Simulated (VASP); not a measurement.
Write the native input for VASP 6.6.1 that does the following.

```
Task                   : single point
Functional             : PBE
Dispersion             : D3(BJ)
Potentials or basis    : VASP PAW PBE potentials, release 64 (Sn_d, Se)
Cutoff                 : 500 eV
k mesh                 : 12 × 12 × 2
Occupations            : fermi-dirac, width 0.02 eV
Spin                   : no spin polarisation
Dipole correction      : no
Further INCAR settings : ALGO = Normal; EDIFF = 1e-06; NBANDS = 35
```

The structure of SnSe2 lies in POSCAR:

```
SnSe2
1.0
    3.8358663489      0.0000000000      0.0000000000
   -1.9179331745      3.3219577037      0.0000000000
    0.0000000000      0.0000000000     11.4610256311
Sn Se
2 4
Direct
    0.3333333333      0.6666666667      0.2500000000
    0.6666666667      0.3333333333      0.7500000000
    0.6666666667      0.3333333333      0.4022156175
    0.6666666667      0.3333333333      0.0977843825
    0.3333333333      0.6666666667      0.9022156175
    0.3333333333      0.6666666667      0.5977843825
```

The input as run:

INCAR

```
SYSTEM = SnSe2
PREC = Accurate
ENCUT = 500
EDIFF = 1E-6
ISMEAR = -1
SIGMA = 0.02
LREAL = .FALSE.
LASPH = .TRUE.
NELM = 120
ALGO = Normal
ISIF = 2
LWAVE = .FALSE.
LCHARG = .TRUE.
GGA = PE
IVDW = 12
LELF = .TRUE.
LVHAR = .TRUE.
NBANDS = 35
GGA_COMPAT = .FALSE.
```

KPOINTS

```
regular mesh
0
G
  12 12 2
  0 0 0
```

Potentials or basis: VASP PAW PBE potentials, release 64 (Sn_d, Se).

Launch:

```sh
$ cat potpaw_PBE.64/Sn_d/POTCAR potpaw_PBE.64/Se/POTCAR > POTCAR
$ mpirun -np 1 vasp_std > vasp.out
```

It gave:

```yaml
Pressure: 0.0 GPa
Largest_force: 0.012 eV/Å
Band_gap_on_the_k_mesh: zero (bands 26 and 27 overlap by 0.52 eV)
Dispersion_energy_per_atom: -0.381 eV
```

Caveat: semilocal functionals underestimate gaps, and a narrow one can read as zero; spin-orbit coupling is left out, which moves the levels of the heavy elements.

Run time: 110 s on 1 thread of Intel(R) Xeon(R) Platinum 8559C (Emerald Rapids), with other jobs on the host, peak memory 0.32 GiB.
